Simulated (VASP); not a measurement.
SiMo6: single point with PBEsol

SiMo6, a slab with vacuum:

```xyz
7
Lattice="4.4257 0.0000 0.0000 -2.2128 3.8328 0.0000 0.0000 0.0000 19.7248" Properties=species:S:1:pos:R:3 pbc="T T T"
Mo    2.2128    1.2776    4.0000
Mo    0.0000    2.5552    4.9034
Mo    0.0000    0.0000    5.8068
Mo    2.2128    1.2776    6.6435
Mo    0.0000    2.5552    7.4407
Mo    0.0000    0.0000    8.2248
Si   -0.4917    1.7034    9.7454
```

```json
{"Program": "VASP 6.6.1", "Task": "single point", "Functional": "PBEsol", "Potentials or basis": "VASP PAW PBE potentials, release 64 (Mo_sv, Si)", "Cutoff": "520 eV", "k mesh": "6 × 6 × 1", "Occupations": "gaussian, width 0.1 eV", "Spin": "no spin polarisation", "Dipole correction": "yes", "Further INCAR settings": "ALGO = Normal; EDIFF = 1e-07; NBANDS = 53"}
```

```
Largest force          : 2.410 eV/Å
Band gap on the k mesh : zero (bands 44 and 45 overlap by 0.05 eV)
```

Forces in eV/Å, atoms in the order of the input:
```
Mo   0.074  0.036  2.053
Mo  -0.065 -0.100 -0.863
Mo  -0.033  0.277 -1.883
Mo  -0.246 -0.293 -1.136
Mo   0.278  0.424  0.698
Mo   1.015 -1.902  1.077
Si  -1.022  1.558  0.053
```

Levels at points of the mesh, in eV from the Fermi level:
```tsv
k point	band 41	band 42	band 43	band 44	band 45	band 46	band 47	band 48
(0.00, 0.00, 0.00)	-1.23	-1.21	-0.75	-0.31	0.00	1.01	1.25	1.27
(0.50, 0.00, 0.00)	-1.06	-0.57	-0.43	0.03	0.11	0.39	1.18	1.34
(0.00, 0.50, 0.00)	-1.03	-0.61	-0.35	-0.19	0.03	0.34	0.49	1.33
(0.50, 0.50, 0.00)	-0.98	-0.54	-0.34	-0.04	0.06	0.64	0.71	1.01
```

Run time: 8.4 min on 1 thread of Intel(R) Xeon(R) 6975P-C (Granite Rapids), on a shared host, peak memory 0.61 GiB.

Caveat: the PAW data sets were made with another functional, which shifts forces and pressure a little.
